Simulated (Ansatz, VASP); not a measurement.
**Two plane-wave programs on Ba**

```
Ba
1.0
    -2.51250    2.51250    2.51250
     2.51250   -2.51250    2.51250
     2.51250    2.51250   -2.51250
Ba
1
Cartesian
  0.0000 0.0000 0.0000
```

Alike in both runs: task relaxation of cell and atoms; functional PBEsol; k mesh 12 × 12 × 12; occupations gaussian, width 0.1 eV; no spin polarisation.

|  | VASP | Ansatz |
| --- | --- | --- |
| version | VASP 6.6.1 | Ansatz 0.2.0 |
| potentials or method | VASP PAW PBE potentials, release 64 (Ba_sv), cutoff 600 eV | scalar-relativistic, plane waves, PAW |
| valence electrons in the cell | 10 | 10 |

Ansatz gave:

| Item | Value |
| --- | --- |
| gap on the k mesh at the Fermi level, each at its own relaxed structure (eV) | none |
| relaxed volume (Å³/atom) | 57.98 |
| relaxed length of the cell vector where the two differ most in proportion (Å) | 4.223 |

**Question.** What did VASP give for the same quantities?

**Answer.** gap on the k mesh at the Fermi level, each at its own relaxed structure (eV): none; relaxed volume (Å³/atom): 58.54; relaxed length of the cell vector where the two differ most in proportion (Å): 4.237.

VASP's potentials were made for PBE, not for PBEsol, and Ansatz warns of the same on its side. A gap of «none» marks a metal or a gap that the smearing closes.

Neither program's run includes spin-orbit coupling.
